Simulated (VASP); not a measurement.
Wanted: the native input for a VASP 6.6.1 run.

```yaml
Task: single point
Functional: PBEsol
Potentials_or_basis: VASP PAW PBE potentials, release 64 (Hg, Se)
Cutoff: 500 eV
k_mesh: 10 × 10 × 10
Occupations: gaussian, width 0.03 eV
Spin: no spin polarisation
Dipole_correction: no
Further_INCAR_settings: ALGO = Normal; EDIFF = 1e-06; NBANDS = 16
```

The structure of HgSe lies in POSCAR:

```
HgSe
1.0
    0.0000000000      2.9865679202      2.9865679202
    2.9865679202      0.0000000000      2.9865679202
    2.9865679202      2.9865679202      0.0000000000
Hg Se
1 1
Direct
    0.0000000000      0.0000000000      0.0000000000
    0.2500000000      0.2500000000      0.2500000000
```

These files were run (other wordings do the same):

INCAR

```
ALGO     = Normal         # electronic algorithm
EDIFF    = 1E-6           # SCF threshold, eV
ENCUT    = 500            # plane-wave cutoff, eV
GGA      = PS             # functional
GGA_COMPAT= F            
ISIF     = 2              # what is computed and relaxed
ISMEAR   = 0              # smearing method
LASPH    = T              # aspherical terms in the spheres
LCHARG   = F              # write CHGCAR
LREAL    = F              # projectors in reciprocal space
LWAVE    = F              # write WAVECAR
NBANDS   = 16             # bands
NELM     = 120            # most SCF steps
PREC     = Accurate       # precision mode
SIGMA    = 0.03           # smearing width, eV
```

KPOINTS

```
k-points
0
Gamma
  10 10 10
```

Potentials or basis: VASP PAW PBE potentials, release 64 (Hg, Se).

Command:

```sh
$ cat potpaw_PBE.64/Hg/POTCAR potpaw_PBE.64/Se/POTCAR > POTCAR
$ mpirun -np 1 vasp_std > vasp.out
```

Results of the run:

The pressure is 5.4 GPa and the band gap on the k mesh is zero (filled and empty bands touch).

Caveat: the PAW data sets were made with another functional, which shifts forces and pressure a little; spin-orbit coupling is left out, which moves the levels of the heavy elements.

It used 46 s of CPU time on 1 thread of AMD EPYC 7R13 Processor (Zen 3), on a shared host.
